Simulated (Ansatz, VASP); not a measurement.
## One calculation of KBr, two programs

Contents of POSCAR:

```
KBr
1.0
    0.0000000000      3.2925000000      3.3418875000
    3.2925000000      0.0000000000      3.3418875000
    3.2925000000      3.2925000000      0.0000000000
K Br
1 1
Direct
    0.0000000000      0.0000000000      0.0000000000
    0.5000000000      0.5000000000      0.5000000000
```

INCAR.step1

```
PREC = Accurate
ENCUT = 520
ISMEAR = 0
SIGMA = 0.05
LREAL = False
LASPH = True
NELM = 80
NBANDS = 15
GGA = PE
ALGO = Normal
EDIFF = 1E-4
LWAVE = True
LCHARG = False
```

Contents of INCAR.step2:

```
PREC = Accurate
ENCUT = 520
EDIFF = 1E-7
ISMEAR = 0
SIGMA = 0.05
LREAL = False
LASPH = True
NELM = 80
ALGO = Normal
ISIF = 2
LWAVE = False
LCHARG = False
METAGGA = R2SCAN
LMIXTAU = True
NBANDS = 15
ISTART = 1
```

KPOINTS

```
Automatic mesh
0
Gamma
  6 6 6
```

Input for Ansatz:

```yaml
crystal:
  lattice:
    - [0.0, 3.2925, 3.3418875]
    - [3.2925, 0.0, 3.3418875]
    - [3.2925, 3.2925, 0.0]
  atoms:
    - { symbol: K, position: [0.0, 0.0, 0.0] }
    - { symbol: Br, position: [0.5, 0.5, 0.5] }
basis:
  ecutwfc: 500
kpoints:
  mp_grid: { grid: [6, 6, 6] }
hamiltonian:
  xc: r2scan
scf:
  occupations: { method: gaussian, width: 0.05 }
output:
  forces: true
  stress: true
  eigenvalues: true
```

Change from the starting cell: strain +0.000 along x and y, +0.015 along z, atoms carried along.

Alike in both runs: task single point; functional r2SCAN; k mesh 6 × 6 × 6; occupations gaussian, width 0.05 eV; no spin polarisation.

|  | VASP | Ansatz |
| --- | --- | --- |
| version | VASP 6.6.1 | Ansatz 0.2.0 |
| potentials or method | VASP PAW PBE potentials, release 64 (K_sv, Br), cutoff 520 eV | scalar-relativistic, plane waves, PAW |
| valence electrons in the cell | 16 | 16 |

```csv
,VASP,Ansatz,Ansatz less VASP
gap on the k mesh at the Fermi level (eV),5.05,5.05,-0.002
least direct gap on the mesh (eV),5.05,5.05,-0.002
pressure (GPa),-0.1,-0.1,0.00
"traceless stress, the component that is largest in VASP (GPa)",-0.32,-0.32,+0.003
```

VASP's potentials were made for PBE, not for r2SCAN.
